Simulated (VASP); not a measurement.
Set up this calculation in VASP 6.6.1, as the native input.

```
Task                   : single point
Functional             : LDA
Potentials or basis    : VASP PAW LDA potentials, release 64 (Ca_sv)
Cutoff                 : 520 eV
k mesh                 : 15 × 15 × 15
Occupations            : fermi-dirac, width 0.1 eV
Spin                   : no spin polarisation
Dipole correction      : no
Further INCAR settings : ALGO = Normal; EDIFF = 1e-06; NBANDS = 11
```

The structure of Ca lies in POSCAR:

```
Ca
1.0
    3.3690013122      0.0000000000      0.0000000000
    0.0000000000      3.3690013122      0.0000000000
    0.0000000000      0.0000000000      3.3690013122
Ca
1
Direct
    0.0000000000      0.0000000000      0.0000000000
```

This isn't the form of Ca at room conditions, which is fcc.

These files were run (other wordings do the same):

INCAR

```
PREC = Accurate
ENCUT = 520
EDIFF = 1E-6
ISMEAR = -1
SIGMA = 0.1
LREAL = F
LASPH = T
NELM = 60
ALGO = Normal
ISIF = 2
LWAVE = F
LCHARG = F
NBANDS = 11
```

KPOINTS

```
Automatic mesh
0
Gamma
  15 15 15
```

Potentials or basis: VASP PAW LDA potentials, release 64 (Ca_sv).

Command:

```console
$ cat potpaw_LDA.64/Ca_sv/POTCAR > POTCAR
$ mpirun -np 1 vasp_std > vasp.out
```

Results of the run:

| Property | Result |
| --- | --- |
| Pressure | 0.0 GPa |
| Band gap on the k mesh | zero (bands 5 and 6 overlap by 0.77 eV) |

Wall time 38 s on 1 thread of Intel Xeon 8259CL, with other jobs on the host, peak memory 0.17 GiB.
